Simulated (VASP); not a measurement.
Here is a VASP 6.6.1 calculation.

File INCAR:

```
PREC = Accurate
ENCUT = 520
EDIFF = 1E-6
ISMEAR = -1
SIGMA = 0.15
LREAL = F
LASPH = T
NELM = 100
ALGO = Normal
ISIF = 2
LWAVE = F
LCHARG = T
GGA = PE
LELF = T
LVHAR = T
NBANDS = 10
```

File KPOINTS:

```
regular mesh
0
Gamma
  6 6 6
```

Contents of POSCAR:

```
Cl
1.0
    0.0000000000      3.1464700000      3.1464700000
    3.1464700000      0.0000000000      3.1464700000
    3.1464700000      3.1464700000      0.0000000000
Cl
1
Direct
    0.5000000000      0.5000000000      0.5000000000
```

Potentials or basis: VASP PAW PBE potentials, release 64 (Cl).

Command:

```bash
$ cat potpaw_PBE.64/Cl/POTCAR > POTCAR
$ mpirun -np 1 vasp_std > vasp.out
```

Task: Predict the pressure.

Result: -0.7 GPa.

Caveat: an odd number of electrons without spin polarisation forces a metal; a magnetic or distorted state may lie lower.
